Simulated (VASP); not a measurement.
Crystal: ZrNbGe2.

```
CELL_PARAMETERS angstrom
-2.73749 2.73749 2.90110
2.73749 -2.73749 2.90110
2.73749 2.73749 -2.90110
ATOMIC_POSITIONS crystal
Zr 0.50000 0.50000 0.00000
Nb 0.00000 0.00000 0.00000
Ge 0.75000 0.25000 0.50000
Ge 0.25000 0.75000 0.50000
```

The cell was built from a structure type or drawn by symmetry, and may not be a known phase.

| Quantity | Value |
| --- | --- |
| Program | VASP 6.6.1 |
| Task | relaxation of cell and atoms |
| Functional | PBE |
| Potentials or basis | VASP PAW PBE potentials, release 64 (Zr_sv, Nb_sv, Ge_d) |
| Cutoff | 600 eV |
| k mesh | 4 × 4 × 4 |
| Occupations | gaussian, width 0.1 eV |
| Spin | no spin polarisation |

At the start: pressure -15.3 GPa; volume 21.74 Å³/atom.

Problem. Where does the relaxation end?

Solution. Over 7 steps the energy falls by 299.4 meV/atom and the volume is 17.81 Å³/atom (-18.1 %); space group I4/mmm (No. 139, to 0.1 Å) before and after.

The path:
```csv
step,energy change (eV),largest force (eV/Å),pressure (GPa),volume (Å³)
1,0.0000,0.0000,-15.25,86.96
2,-0.6943,0.0000,20.21,63.30
3,-1.0684,0.0000,1.76,70.65
4,-1.1946,0.0000,1.09,70.65
5,-1.1957,0.0000,1.11,70.65
6,-1.1959,0.0000,-1.07,71.81
7,-1.1977,0.0000,0.00,71.25
```

Final structure:
```yaml
crystal:
  lattice:
    - [-2.46629, 2.46629, 2.92851]
    - [2.46629, -2.46629, 2.92851]
    - [2.46629, 2.46629, -2.92851]
  atoms:
    - { symbol: Zr, position: [0.50000, 0.50000, 0.00000] }
    - { symbol: Nb, position: [0.00000, 0.00000, 0.00000] }
    - { symbol: Ge, position: [0.75000, 0.25000, 0.50000] }
    - { symbol: Ge, position: [0.25000, 0.75000, 0.50000] }
```

Caveat: the k points lie up to 0.42 Å⁻¹ apart in the final cell, too coarse for converged energies and pressures of a metal; the volume moved by over 15 % at a fixed basis, so the end points are rough.
